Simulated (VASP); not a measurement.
Here is a VASP 6.6.1 calculation.

File POSCAR:

```
Cu
1.0
    2.3690857482      0.0000000000      0.0000000000
    0.0000000000      2.3690857482      0.0000000000
    0.0000000000      0.0000000000      2.3690857482
Cu
1
Direct
    0.0000000000      0.0000000000      0.0000000000
```

The input INCAR.step1:

```
PREC = Accurate
ENCUT = 520
ISMEAR = -1
SIGMA = 0.1
LREAL = F
LASPH = T
NELM = 100
NBANDS = 12
GGA = PE
ALGO = Normal
EDIFF = 1E-4
LWAVE = T
LCHARG = F
```

INCAR.step2

```
PREC = Accurate
ENCUT = 520
EDIFF = 1E-7
ISMEAR = -1
SIGMA = 0.1
LREAL = F
LASPH = T
NELM = 100
ALGO = Normal
ISIF = 2
LWAVE = F
LCHARG = F
METAGGA = R2SCAN
LMIXTAU = T
NBANDS = 12
ISTART = 1
```

KPOINTS

```
Automatic mesh
0
Gamma
  13 13 13
```

Potentials or basis: VASP PAW PBE potentials, release 64 (Cu).

Run with:

```console
$ cat potpaw_PBE.64/Cu/POTCAR > POTCAR
$ cp INCAR.step1 INCAR
$ mpirun -np 1 vasp_std > vasp.out
$ cp INCAR.step2 INCAR
$ mpirun -np 1 vasp_std > vasp.out
```

(1) Predict the pressure.

## Answers

(1) 0.6 GPa.

Caveat: the PAW data sets were made with another functional, which shifts forces and pressure a little.
